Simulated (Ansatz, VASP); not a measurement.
**Two plane-wave programs on MgO**

```
CELL_PARAMETERS angstrom
3.25534 0.00000 0.00000
-1.62767 2.81920 0.00000
0.00000 0.00000 10.41495
ATOMIC_POSITIONS crystal
Mg 0.33333 0.66667 0.96960
Mg 0.00000 0.00000 0.22095
Mg 0.00000 0.00000 0.72095
Mg 0.66667 0.33333 0.46960
O 0.33333 0.66667 0.77992
O 0.96007 0.00000 0.52954
O 0.00000 0.00000 0.02954
O 0.66667 0.33333 0.27992
```

Alike in both runs: task single point; functional PBEsol; k mesh 9 × 9 × 4; occupations gaussian, width 0.05 eV; no spin polarisation.

|  | VASP | Ansatz |
| --- | --- | --- |
| version | VASP 6.6.1 | Ansatz 0.2.0 |
| potentials or method | VASP PAW PBE potentials, release 64 (Mg, O), cutoff 520 eV | scalar-relativistic, plane waves, PAW |
| valence electrons in the cell | 32 | 64 |

VASP gave:

| Item | Value |
| --- | --- |
| gap on the k mesh at the Fermi level (eV) | 3.44 |
| least direct gap on the mesh (eV) | 3.44 |
| pressure (GPa) | 0.1 |
| traceless stress, the component that is largest in VASP (GPa) | -1.43 |
| rms of the force components (eV/Å) | 0.365 |

Problem. What did Ansatz give for the same quantities?

Solution. gap on the k mesh at the Fermi level (eV): 3.44; least direct gap on the mesh (eV): 3.44; pressure (GPa): 0.4; traceless stress, the component that is largest in VASP (GPa): -1.40; rms of the force components (eV/Å): 0.359.

VASP's potentials were made for PBE, not for PBEsol, and Ansatz warns of the same on its side. Atom by atom the forces differ by 0.007 eV/Å (rms over components). The functional is the same, so the differences come from potentials, cutoffs and numerics. VASP's potentials hold 32 valence electrons a cell and Ansatz's 64, so a difference there can come from the potentials and not from the codes.
